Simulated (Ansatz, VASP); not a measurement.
**ScAl3P2: VASP beside Ansatz**

```xyz
6
Lattice="5.3127 0.0000 0.0000 0.0000 5.3127 0.0000 0.0000 0.0000 3.9606" Properties=species:S:1:pos:R:3 pbc="T T T"
Sc    0.0000    0.0000    0.0000
Al    0.0000    2.6563    0.0000
Al    2.6563    0.0000    0.0000
Al    2.6563    2.6563    0.0000
P     0.0000    2.6563    1.9803
P     2.6563    0.0000    1.9803
```

Alike in both runs: task single point; functional PBE; k mesh 4 × 4 × 4; occupations gaussian, width 0.1 eV; no spin polarisation.

```csv
,VASP,Ansatz
version,VASP 6.6.1,Ansatz 0.2.0
potentials or method,"VASP PAW PBE potentials, release 64 (Sc_sv, Al, P), cutoff 520 eV","scalar-relativistic, plane waves, PAW"
valence electrons in the cell,30,30
```

|  | VASP | Ansatz | Ansatz less VASP |
| --- | --- | --- | --- |
| gap on the k mesh at the Fermi level (eV) | none | none | - |
| pressure (GPa) | 23.7 | 23.8 | +0.03 |
| traceless stress, the component that is largest in VASP (GPa) | 36.10 | 36.26 | +0.155 |

A gap of «none» marks a metal or a gap that the smearing closes. The functional is the same, so the differences come from potentials, cutoffs and numerics.

The k mesh is coarse, so the values compare programs but aren't converged.
